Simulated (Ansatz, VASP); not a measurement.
## Al in VASP and in Ansatz

File INCAR:

```
  ALGO = Normal
  EDIFF = 1E-6
  ENCUT = 520
  GGA = RP
  ISIF = 2
  ISMEAR = -1
  LASPH = True
  LCHARG = True
  LELF = True
  LREAL = False
  LVHAR = True
  LWAVE = False
  NBANDS = 12
  NELM = 60
  PREC = Accurate
  SIGMA = 0.1
```

The input KPOINTS:

```
k-points
0
Gamma
  9 9 12
```

Contents of POSCAR:

```
Al
1.0
    4.7314821897      0.0000000000      0.0000000000
   -2.3657410949      4.0975837738      0.0000000000
    0.0000000000      0.0000000000      2.9293237597
Al
3
Direct
    1.0000000000      0.0000000000      0.0000000000
    0.3333333333      0.6666666667      0.5000000000
    0.6666666667      0.3333333333      0.5000000000
```

Input for Ansatz:

```yaml
crystal:
  lattice:
    - [4.7314821897, 0.0, 0.0]
    - [-2.3657410949, 4.0975837738, 0.0]
    - [0.0, 0.0, 2.9293237597]
  atoms:
    - { symbol: Al, position: [1.0, 0.0, 0.0] }
    - { symbol: Al, position: [0.3333333333, 0.6666666667, 0.5] }
    - { symbol: Al, position: [0.6666666667, 0.3333333333, 0.5] }
hamiltonian:
  xc: rpbe
  pseudopotentials:
    kind: paw
    azcp:
      Al: "pseudopotentials/Al.paw.azcp"
basis:
  ecutwfc: 420
  fft_grid_basis: typed
kpoints:
  mp_grid: { grid: [9, 9, 12], shift: [0, 0, 0] }
magnetization:
  spin_polarized: false
scf:
  occupations: { method: fermi_dirac, width: 0.1 }
  lower_state_search: "off"
output:
  stress: true
  write_density: true
  write_potential: true
  elf: true
  volumetric_format: npy
```

Alike in both runs: task single point; functional RPBE; k mesh 9 × 9 × 12; occupations fermi-dirac, width 0.1 eV; no spin polarisation.

|  | VASP | Ansatz |
| --- | --- | --- |
| version | VASP 6.6.1 | Ansatz 0.2.0 |
| potentials or method | VASP PAW PBE potentials, release 64 (Al), cutoff 520 eV | plane waves (420 eV) with PAW, scalar-relativistic |
| valence electrons in the cell | 9 | 9 |

|  | VASP | Ansatz | Ansatz less VASP |
| --- | --- | --- | --- |
| pressure (GPa) | -4.3 | -4.2 | +0.12 |
| traceless stress, the component that is largest in VASP (GPa) | -0.84 | -0.85 | -0.010 |

VASP's potentials were made for PBE, not for RPBE.
